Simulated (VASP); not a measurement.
Set up this calculation in VASP 6.6.1, as the native input.

```
Task                   : single point
Functional             : BLYP
Potentials or basis    : VASP PAW PBE potentials, release 64 (Hf_pv)
Cutoff                 : 520 eV
k mesh                 : 9 × 9 × 9
Occupations            : fermi-dirac, width 0.1 eV
Spin                   : no spin polarisation
Dipole correction      : no
Further INCAR settings : ALGO = Normal; EDIFF = 1e-07; NBANDS = 17
```

The structure of Hf lies in POSCAR:

```
Hf
1.0
    0.0000000000      3.3446514707      3.3446514707
    3.3446514707      0.0000000000      3.3446514707
    3.3446514707      3.3446514707      0.0000000000
Hf
2
Direct
    0.1250000000      0.1250000000      0.1250000000
    0.8750000000      0.8750000000      0.8750000000
```

One way to write it, as run:

INCAR

```
PREC     = Accurate       # precision mode
ENCUT    = 520            # plane-wave cutoff, eV
EDIFF    = 1E-7           # SCF threshold, eV
ISMEAR   = -1             # smearing method
SIGMA    = 0.1            # smearing width, eV
LREAL    = F              # projectors in reciprocal space
LASPH    = T              # aspherical terms in the spheres
NELM     = 80             # most SCF steps
ALGO     = Normal         # electronic algorithm
ISIF     = 2              # what is computed and relaxed
LWAVE    = F              # write WAVECAR
LCHARG   = T              # write CHGCAR
GGA      = B5             # functional
ALDAX    = 1.0          
AGGAX    = 1.0          
AGGAC    = 1.0          
ALDAC    = 0.0          
LELF     = T              # ELF
LVHAR    = T            
NBANDS   = 17             # bands
```

KPOINTS

```
Automatic mesh
0
Gamma
  9 9 9
```

Potentials or basis: VASP PAW PBE potentials, release 64 (Hf_pv).

Run with:

```console
$ cat potpaw_PBE.64/Hf_pv/POTCAR > POTCAR
$ mpirun -np 1 vasp_std > vasp.out
```

It gave:

```
Pressure               : 0.0 GPa
Band gap on the k mesh : zero (band 10 reaches 2.06 eV, above the bottom of band 11 at 1.51 eV)
```

Caveat: the PAW data sets were made with another functional, which shifts forces and pressure a little; spin-orbit coupling is left out, which moves the levels of the heavy elements.

It took 53 s on 1 thread of Intel(R) Xeon(R) Platinum 8259CL CPU @ 2.50GHz (Skylake/Cascade Lake) (shared host), peak memory 0.21 GiB.
